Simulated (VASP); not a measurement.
Write the native input for VASP 6.6.1 that does the following.

```
Task                   : single point
Functional             : PBE
Potentials or basis    : VASP PAW PBE potentials, release 64 (C)
Cutoff                 : 600 eV
k mesh                 : 8 × 8 × 8
Occupations            : gaussian, width 0.01 eV
Spin                   : no spin polarisation
Dipole correction      : no
Further INCAR settings : ALGO = Normal; EDIFF = 1e-06; NBANDS = 11
```

The structure of C lies in POSCAR:

```
C
1.0
    0.0000000000      1.7833700000      1.7833700000
    1.7833700000      0.0000000000      1.7833700000
    1.7833700000      1.7833700000      0.0000000000
C
2
Direct
    0.7500000000      0.7500000000      0.7500000000
    0.5000000000      0.5000000000      0.5000000000
```

These files were run (other wordings do the same):

INCAR

```
SYSTEM = C
PREC     = Accurate       ! precision mode
ENCUT    = 600            ! plane-wave cutoff, eV
EDIFF    = 1E-6           ! SCF threshold, eV
ISMEAR   = 0              ! smearing method
SIGMA    = 0.01           ! smearing width, eV
LREAL    = .False.        ! projectors in reciprocal space
LASPH    = .True.         ! aspherical terms in the spheres
NELM     = 120            ! most SCF steps
ALGO     = Normal         ! electronic algorithm
ISIF     = 2              ! what is computed and relaxed
LWAVE    = .False.        ! write WAVECAR
LCHARG   = .False.        ! write CHGCAR
GGA      = PE             ! functional
NBANDS   = 11             ! bands
GGA_COMPAT= .False.
```

KPOINTS

```
regular mesh
0
Gamma
  8 8 8
  0 0 0
```

Potentials or basis: VASP PAW PBE potentials, release 64 (C).

Launch:

```bash
$ cat potpaw_PBE.64/C/POTCAR > POTCAR
$ mpirun -np 1 vasp_std > vasp.out
```

Results of the run:

| Quantity | Value |
| --- | --- |
| Pressure | 1.8 GPa |
| Band gap on the k mesh | 4.13 eV, indirect (least direct gap 5.59 eV) |

Wall time 4.9 s on 1 thread of Intel(R) Xeon(R) Platinum 8488C (Sapphire Rapids) (shared host), peak memory 0.12 GiB.
